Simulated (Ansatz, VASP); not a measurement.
# Al2Au: VASP beside Ansatz

The input INCAR:

```
  PREC = Accurate
  ENCUT = 520
  EDIFF = 1E-6
  ISMEAR = -1
  SIGMA = 0.05
  LREAL = False
  LASPH = True
  NELM = 100
  ALGO = Normal
  ISIF = 2
  LWAVE = False
  LCHARG = False
  NBANDS = 16
```

File KPOINTS:

```
regular mesh
0
Gamma
  11 11 11
```

The input POSCAR:

```
Al2Au
1.0
    0.0000000000      2.9700000000      3.0000000000
    2.9700000000      0.0000000000      3.0000000000
    2.9700000000      2.9700000000      0.0000000000
Al Au
2 1
Direct
    0.2500000000      0.2500000000      0.2500000000
    0.7500000000      0.7500000000      0.7500000000
    0.0000000000      0.0000000000      0.0000000000
```

Input for Ansatz:

```yaml
crystal:
  lattice:
    - [0.0, 2.97, 3.0]
    - [2.97, 0.0, 3.0]
    - [2.97, 2.97, 0.0]
  atoms:
    - { symbol: Al, position: [0.25, 0.25, 0.25] }
    - { symbol: Al, position: [0.75, 0.75, 0.75] }
    - { symbol: Au, position: [0.0, 0.0, 0.0] }
kpoints:
  mp_grid: { grid: [11, 11, 11] }
  band_path:
    path:
      - [0.0, 0.0, 0.0]
      - [0.0, 0.5, 0.5]
      - [0.25, 0.75, 0.5]
      - [0.0, 0.5, 0.0]
      - [0.0, 0.0, 0.0]
      - [0.5, 0.5, 0.0]
      - [0.3725125, 0.6274875, 0.0]
      - [-0.3725125, 0.3725125, 0.0]
      - [0.0, 0.0, 0.0]
    npoints: 5
scf:
  occupations: { method: fermi_dirac, width: 0.05 }
hamiltonian:
  xc: lda
  pseudopotentials: { kind: all_electron, lapw: { basis_error: 0.0005 } }
output:
  forces: true
  stress: true
  eigenvalues: true
```

Change from the starting cell: equal xx and yy strain of -1 %.

Alike in both runs: task single point; functional LDA; k mesh 11 × 11 × 11; occupations fermi-dirac, width 0.05 eV; no spin polarisation.

```csv
,VASP,Ansatz
version,VASP 6.6.1,Ansatz 0.2.0
potentials or method,"VASP PAW LDA potentials, release 64 (Al, Au), cutoff 520 eV","all-electron LAPW, scalar-relativistic"
```

|  | VASP | Ansatz | Ansatz less VASP |
| --- | --- | --- | --- |
| pressure (GPa) | 0.0 | -0.2 | -0.22 |
| traceless stress, the component that is largest in VASP (GPa) | -0.35 | -0.35 | -0.004 |

LDA's correlation is that of Perdew and Zunger in VASP and of Perdew and Wang (1992) in Ansatz. Ansatz ran all-electron here, and VASP with PAW potentials.

Spin-orbit coupling is off throughout.
